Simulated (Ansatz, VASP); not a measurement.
**One calculation of GaP, two programs**

```
Ga P
1.0
     0.00000    2.72540    2.72540
     2.72540    0.00000    2.72540
     2.72540    2.72540    0.00000
Ga P
1 1
Direct
  0.00000 0.00000 0.00000
  0.25000 0.25000 0.25000
```

Alike in both runs: task single point; functional PBEsol; k mesh 6 × 6 × 6; occupations gaussian, width 0.05 eV; no spin polarisation.

```csv
,VASP,Ansatz
version,VASP 6.6.1,Ansatz 0.2.0
potentials or method,"VASP PAW PBE potentials, release 64 (Ga_d, P)",plane waves
plane-wave cutoff (eV),500,420
valence electrons in the cell,18,18
```

|  | VASP | Ansatz | Ansatz less VASP |
| --- | --- | --- | --- |
| gap on the k mesh at the Fermi level (eV) | 1.51 | 1.51 | -0.002 |
| pressure (GPa) | -0.6 | -0.5 | +0.09 |

VASP's potentials were made for PBE, not for PBEsol.
